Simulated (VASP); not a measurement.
# BeTe (F-43m) in VASP: single point with HSE06

Aim: the single point of BeTe with HSE06.

Program: VASP 6.6.1. These are calculated values, not measurements. Logs are shortened: lines on timing, memory, paths and dates and some standing lists are left out, and cuts for length are marked.

**1. The cell of the first run**

It takes space group F-43m (No. 216, cubic). Conventional cell: a = 5.630 Å, b = 5.630 Å, c = 5.630 Å, α = 90.00°, β = 90.00°, γ = 90.00°. Be (site symmetry -43m) has 4 Te at 2.44 Å within 3.2 Å. Te (site symmetry -43m) has 4 Be at 2.44 Å within 3.2 Å.

**2. Single point, HSE06**

Input file POSCAR:

```
BeTe
1.0
    0.0000000000      2.8150000000      2.8150000000
    2.8150000000      0.0000000000      2.8150000000
    2.8150000000      2.8150000000      0.0000000000
Be Te
1 1
Direct
    0.0000000000      0.0000000000      0.0000000000
    0.2500000000      0.2500000000      0.2500000000
```

Input file INCAR.step1:

```
  ALGO = Normal
  EDIFF = 1E-5
  ENCUT = 520
  GGA = PE
  GGA_COMPAT = F
  ISIF = 2
  ISMEAR = 0
  LASPH = T
  LCHARG = F
  LREAL = F
  LWAVE = T
  NBANDS = 11
  NELM = 120
  PREC = Accurate
  SIGMA = 0.01
```

Input file INCAR.step2:

```
  ALGO = Normal
  EDIFF = 1E-6
  ENCUT = 520
  GGA = PE
  GGA_COMPAT = F
  HFSCREEN = 0.2079
  ISIF = 2
  ISMEAR = 0
  ISTART = 1
  LASPH = T
  LCHARG = F
  LHFCALC = T
  LREAL = F
  LWAVE = F
  NBANDS = 11
  NELM = 120
  PREC = Accurate
  PRECFOCK = Normal
  SIGMA = 0.01
```

Input file KPOINTS:

```
k-points
0
Gamma
  4 4 4
```

Potentials or basis: VASP PAW PBE potentials, release 64 (Be, Te).

Started as:

```console
> cat potpaw_PBE.64/Be/POTCAR potpaw_PBE.64/Te/POTCAR > POTCAR
> cp INCAR.step1 INCAR
> mpirun -np 1 vasp_std > vasp.out
> cp INCAR.step2 INCAR
> mpirun -np 1 vasp_std > vasp.out
```

OUTCAR:

```text
EDIFF = 1E-6
   ENCUT = 520
   GGA = PE
   HFSCREEN = 0.2079
   ISIF = 2
   ISMEAR = 0
   ISTART = 1
   LASPH = T
   LHFCALC = T
   LREAL = F
   NELM = 120
   PREC = Accurate
   PRECFOCK = Normal

 ion  position               nearest neighbor table
   1  0.000  0.000  0.000-   2 2.44   2 2.44   2 2.44   2 2.44
   2  0.250  0.250  0.250-   1 2.44   1 2.44   1 2.44   1 2.44

  LATTYP: Found a face centered cubic cell.
 ALAT       =     5.6300000000

  Lattice vectors:

 A1 = (   0.0000000000,   2.8150000000,   2.8150000000)
 A2 = (   2.8150000000,   0.0000000000,   2.8150000000)
 A3 = (   2.8150000000,   2.8150000000,   0.0000000000)

Analysis of symmetry for initial positions (statically):
=====================================================================
 Subroutine PRICEL returns:
 Original cell was already a primitive cell.

 Routine SETGRP: Setting up the symmetry group for a
 face centered cubic supercell.

 Subroutine GETGRP returns: Found 24 space group operations
 (whereof 24 operations were pure point group operations)
 out of a pool of 48 trial point group operations.

The static configuration has the point symmetry T_d .

Analysis of symmetry for dynamics (positions and initial velocities):
=====================================================================
 Subroutine PRICEL returns:
 Original cell was already a primitive cell.

 Routine SETGRP: Setting up the symmetry group for a
 face centered cubic supercell.

 Subroutine GETGRP returns: Found 24 space group operations
 (whereof 24 operations were pure point group operations)
 out of a pool of 48 trial point group operations.

The dynamic configuration has the point symmetry T_d .

 Subroutine INISYM returns: Found 24 space group operations
 (whereof 24 operations are pure point group operations),
 and found     1 'primitive' translations

----------------------------------------------------------------------------------------

                                     Primitive cell

  volume of cell :      44.6134

  direct lattice vectors                    reciprocal lattice vectors
     0.000000000  2.815000000  2.815000000    -0.177619893  0.177619893  0.177619893
     2.815000000  0.000000000  2.815000000     0.177619893 -0.177619893  0.177619893
     2.815000000  2.815000000  0.000000000     0.177619893  0.177619893 -0.177619893

  length of vectors
     3.981011178  3.981011178  3.981011178     0.307646680  0.307646680  0.307646680

  position of ions in fractional coordinates (direct lattice)
     0.000000000  0.000000000  0.000000000
     0.250000000  0.250000000  0.250000000

  ion indices of the primitive-cell ions
   primitive index   ion index
                 1           1
                 2           2

----------------------------------------------------------------------------------------

 KPOINTS: k-points

Automatic generation of k-mesh.
 Grid dimensions read from file:
 generate k-points for:    4    4    4

 Generating k-lattice:

  Cartesian coordinates                     Fractional coordinates (reciprocal lattice)
    -0.044404973  0.044404973  0.044404973     0.250000000  0.000000000  0.000000000
     0.044404973 -0.044404973  0.044404973     0.000000000  0.250000000  0.000000000
     0.044404973  0.044404973 -0.044404973     0.000000000  0.000000000  0.250000000

  Length of vectors
     0.076911670  0.076911670  0.076911670

  Shift w.r.t. Gamma in fractional coordinates (k-lattice)
     0.000000000  0.000000000  0.000000000

 Subroutine IBZKPT returns following result:
 ===========================================

 Found      8 irreducible k-points:

 Following reciprocal coordinates:
            Coordinates               Weight
  0.000000  0.000000  0.000000      1.000000
  0.250000  0.000000  0.000000      8.000000
  0.500000  0.000000  0.000000      4.000000
  0.250000  0.250000  0.000000      6.000000
  0.500000  0.250000  0.000000     24.000000
 -0.250000  0.250000  0.000000     12.000000
  0.500000  0.500000  0.000000      3.000000
 -0.250000  0.500000  0.250000      6.000000
   k-points           NKPTS =      8   k-points in BZ     NKDIM =     64   number of bands    NBANDS=     11
   number of dos      NEDOS =    301   number of ions     NIONS =      2
   total plane-waves  NPLWV =  27000
   dimension x,y,z NGX =    30 NGY =   30 NGZ =   30
   dimension x,y,z NGXF=    60 NGYF=   60 NGZF=   60
   ions per type =               1   1
   NGX,Y,Z   is equivalent  to a cutoff of  12.53, 12.53, 12.53 a.u.
   NGXF,Y,Z  is equivalent  to a cutoff of  25.06, 25.06, 25.06 a.u.
 SYSTEM =  unknown system
   PREC   = accura    normal or accurate (medium, high low for compatibility)
   ISTART =      1    job   : 0-new  1-cont  2-samecut
   ICHARG =      0    charge: 1-file 2-atom 10-const
   ISPIN  =      1    spin polarized calculation?
   LNONCOLLINEAR =      F non collinear calculations
   LSORBIT =      F    spin-orbit coupling
   LASPH  =      T    aspherical Exc in radial PAW
   ENCUT  =  520.0 eV  38.22 Ry    6.18 a.u.   7.40  7.40  7.40*2*pi/ulx,y,z
   NELM   =    120;   NELMIN=  2; NELMDL=  0     # of ELM steps
   EDIFF  = 0.1E-05   stopping-criterion for ELM
   LREAL  =      F    real-space projection
   EDIFFG = 0.1E-04   stopping-criterion for IOM
   NSW    =      0    number of steps for IOM
   IBRION =     -1    ionic relax: 0-MD 1-quasi-New 2-CG
   NFREE  =      0    steps in history (QN), initial steepest desc. (CG)
   ISIF   =      2    stress and relaxation
   ISYM   =      3    0-nonsym 1-usesym 2-fastsym
   POTIM  = 0.5000    time-step for ionic-motion
   TEBEG  =    0.0;   TEEND  =   0.0 temperature during run
   PSTRESS=    0.0 pullay stress
   NELECT =       8.0000    total number of electrons
   NUPDOWN=      -1.0000    fix difference up-down
   EMIN   =  10.00;   EMAX   =-10.00  energy-range for DOS
   EFERMI =   0.00;   METHOD = LEGACY
   ISMEAR =     0;   SIGMA  =   0.01  broadening in eV -4-tet -1-fermi 0-gaus
   EFERMI_NEDOS =   21; number of points for ismear=-14 and -15
   IALGO  =     38    algorithm
   IMIX   =      1    mixing-type and parameters
     AMIX     =   0.40;   BMIX     =  1.00
     AMIX_MAG =   1.60;   BMIX_MAG =  1.00
  volume/ion in A,a.u.               =      22.31       150.53
  Fermi-wavevector in a.u.,A,eV,Ry     =   0.923173  1.744544 11.595543  0.852248
  Thomas-Fermi vector in A             =   2.048781
   LORBIT       =      0    0 simple, 1 ext, 2 COOP (PROOUT), +10 PAW based schemes
   GGA     = PE    functional components
   LHFCALC =     T    Hartree Fock is set to
   PRECFOCK=normal    Normal, Fast or Accurate (Low or Medium for compatibility)
   ENCUT4O =  -1.0   cutoff for four orbital integrals eV
   NKREDX  =     1    reduce k-point grid by
   NKREDY  =     1    reduce k-point grid by
   NKREDZ  =     1    reduce k-point grid by
   AEXX    =    0.2500 exact exchange contribution
   HFSCREEN=    0.2079 screening length (either q_TF or 0.3 A-1)
   HFSCREENC=   0.2079 screening length for correlation (either q_TF or 0.3 A-1)
   ENCUTFOCK=  -1.0 apply spherical cutoff to Coloumb kernel
   IVDW    =     0    specifies the selected vdW correction
   LEPSILON=     F    determine dielectric tensor
   LRPA    =     F    only Hartree local field effects (RPA)
 non-spin polarized calculation
 Gauss-broadening in eV      SIGMA  =   0.01
  energy-cutoff  :      520.00
  volume of cell :       44.61
 maximum number of plane-waves:      1243
 NGX is ok and might be reduce to    30
  NGX = 24; NGY = 24; NGZ = 24

 number of electron       8.0000000 magnetization

 Free energy of the ion-electron system (eV)
  ---------------------------------------------------
  ext. energy  EPLUGINS =         0.00000000
  ---------------------------------------------------
  free energy    TOTEN  =        -8.68442493 eV

  energy without entropy =       -8.68442493  energy(sigma->0) =       -8.68442493

 E-fermi :   4.7424     XC(G=0):  -7.5591

 val. band max:        4.6334780892   @ k =   0.0000   0.0000   0.0000
 cond. band min:       7.2838893268   @ k =   0.5000   0.5000   0.0000
 fundamental gap:      2.6504112376
 Fermi energy:         4.7424262843

 k-point     1 :       0.0000    0.0000    0.0000
  band No.  band energies     occupation
      1      -8.8049      2.00000
      2       4.6335      2.00000
      3       4.6335      2.00000
      4       4.6335      2.00000
      5       9.1124      0.00000
      6       9.1124      0.00000
      7       9.1124      0.00000
      8       9.2586      0.00000
      9      14.0165      0.00000
     10      15.9319      0.00000
     11      15.9319      0.00000

 k-point     2 :       0.2500    0.0000    0.0000
  band No.  band energies     occupation
      1      -8.1828      2.00000
      2       1.0328      2.00000
      3       3.9164      2.00000
      4       3.9164      2.00000
      5       8.7494      0.00000
      6      10.0368      0.00000
      7      10.0368      0.00000
      8      12.7246      0.00000
      9      14.6815      0.00000
     10      14.6815      0.00000
     11      14.7295      0.00000

 k-point     3 :       0.5000    0.0000    0.0000
  band No.  band energies     occupation
      1      -7.2849      2.00000
      2      -1.4648      2.00000
      3       3.4098      2.00000
      4       3.4098      2.00000
      5       8.4863      0.00000
      6      10.1151      0.00000
      7      10.1151      0.00000
      8      13.4850      0.00000
      9      16.7637      0.00000
     10      17.3927      0.00000
     11      17.3927      0.00000
[... 43 lines left out ...]
 k-point     7 :       0.5000    0.5000    0.0000
  band No.  band energies     occupation
      1      -6.7236      2.00000
      2      -1.0181      2.00000
      3       1.7550      2.00000
      4       1.7550      2.00000
      5       7.2839      0.00000
      6       8.0265      0.00000
      7      15.7238      0.00000
      8      15.7238      0.00000
      9      17.5119      0.00000
     10      19.0291      0.00000
     11      19.2677      0.00000

 k-point     8 :      -0.2500    0.5000    0.2500
  band No.  band energies     occupation
      1      -6.6858      2.00000
      2      -0.4392      2.00000
      3       0.6269      2.00000
      4       1.1798      2.00000
      5      10.7351      0.00000
      6      11.1019      0.00000
      7      11.1991      0.00000
      8      11.8478      0.00000
      9      16.8446      0.00000
     10      17.6885      0.00000
     11      18.7543      0.00000

------------------------ aborting loop because EDIFF is reached ----------------------------------------

  FORCE on cell =-STRESS in cart. coord.  units (eV):
  Direction    XX          YY          ZZ          XY          YZ          ZX
  --------------------------------------------------------------------------------------
  -------------------------------------------------------------------------------------
  Total        0.0911780      0.0911780      0.0911780      0.0000000      0.0000000      0.0000000
  in kB        3.2744272      3.2744272      3.2744272      0.0000000      0.0000000      0.0000000
  external PRESSURE =       3.2744272 kB  Pullay stress =       0.0000000 kB

 VOLUME and BASIS-vectors are now :
 -----------------------------------------------------------------------------
  energy-cutoff  :      520.00
  volume of cell :       44.61
      direct lattice vectors                 reciprocal lattice vectors
     0.000000000  2.815000000  2.815000000    -0.177619893  0.177619893  0.177619893
     2.815000000  0.000000000  2.815000000     0.177619893 -0.177619893  0.177619893
     2.815000000  2.815000000  0.000000000     0.177619893  0.177619893 -0.177619893

 POSITION                                       TOTAL-FORCE (eV/Angst)
 -----------------------------------------------------------------------------------
      0.00000      0.00000      0.00000         0.000000      0.000000     -0.000000
      1.40750      1.40750      1.40750        -0.000000     -0.000000      0.000000
 -----------------------------------------------------------------------------------
    total drift:                               -0.000000     -0.000000     -0.000000

  FREE ENERGIE OF THE ION-ELECTRON SYSTEM (eV)
  ---------------------------------------------------
  free  energy   TOTEN  =        -8.6844249348 eV

  energy  without entropy=       -8.6844249348  energy(sigma->0) =       -8.68442493
```

Run time: 99 s. Hardware: 1 thread of Intel Xeon Platinum 8259CL at 2.50GHz (Skylake/Cascade Lake), shared host; peak memory 0.28 GiB.

Results:

```
Free energy            : -8.6844 eV
Pressure               : 0.3 GPa
Band gap on the k mesh : 2.65 eV (least direct gap 4.48 eV)
```

Levels at points of the mesh, in eV from the valence-band top:
```tsv
k point	band 1	band 2	band 3	band 4	band 5	band 6	band 7	band 8	band 9
(0.00, 0.00, 0.00)	-13.44	0.00	0.00	0.00	4.48	4.48	4.48	4.63	9.38
(0.50, 0.00, 0.00)	-11.92	-6.10	-1.22	-1.22	3.85	5.48	5.48	8.85	12.13
(0.50, 0.50, 0.00)	-11.36	-5.65	-2.88	-2.88	2.65	3.39	11.09	11.09	12.88
```

Caveat: the k points lie up to 0.48 Å⁻¹ apart; the PAW data sets were made with another functional, which shifts forces and pressure a little; spin-orbit coupling is left out, which moves the levels of the heavy elements.
